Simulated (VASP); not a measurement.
Write the native input for VASP 6.6.1 that does the following.

* Task: relaxation of cell and atoms
* Functional: LDA
* Potentials or basis: VASP PAW LDA potentials, release 64 (Y_sv)
* Cutoff: 600 eV
* k mesh: 18 × 18 × 18
* Occupations: fermi-dirac, width 0.05 eV
* Spin: no spin polarisation
* Target pressure: 160 GPa
* Dipole correction: no
* Further INCAR settings: ALGO = Normal; EDIFF = 1e-06; IBRION = 2; EDIFFG = -0.005; NSW = 32; ISIF = 3

The structure of Y lies in POSCAR:

```
Y
1.0
    0.0000000000      1.8266843094      1.8266843094
    1.8266843094      0.0000000000      1.8266843094
    1.8266843094      1.8266843094      0.0000000000
Y
1
Direct
    0.0000000000      0.0000000000      0.0000000000
```

One way to write it, as run:

INCAR

```
PREC = Accurate
ENCUT = 600
EDIFF = 1E-6
ISMEAR = -1
SIGMA = 0.05
LREAL = F
LASPH = T
NELM = 60
ALGO = Normal
ISIF = 3
LWAVE = F
LCHARG = F
IBRION = 2
NSW = 32
EDIFFG = -0.005
PSTRESS = 1600.0
```

KPOINTS

```
regular mesh
0
Gamma
  18 18 18
```

Potentials or basis: VASP PAW LDA potentials, release 64 (Y_sv).

Run with:

```bash
$ cat potpaw_LDA.64/Y_sv/POTCAR > POTCAR
$ mpirun -np 1 vasp_std > vasp.out
```

Results of the run:

```json
{
  "Relaxed volume": "12.22 Å³/atom",
  "Relaxed cell": "a = 2.586 Å, b = 2.586 Å, c = 2.586 Å, α = 60.00°, β = 60.00°, γ = 60.00°",
  "Space group after relaxing (to 0.05 Å)": "Fm-3m (No. 225)",
  "Energy change on relaxing (the enthalpy is what falls)": "-32.8 meV/atom",
  "Ionic steps": "4",
  "Pressure after relaxing": "160.0 GPa"
}
```

Caveat: the cell is relaxed towards a set pressure, so the enthalpy falls and the energy may rise.

Run time: 24 s on 1 thread of Intel(R) Xeon(R) 6975P-C (Granite Rapids), on a shared host, peak memory 0.19 GiB.
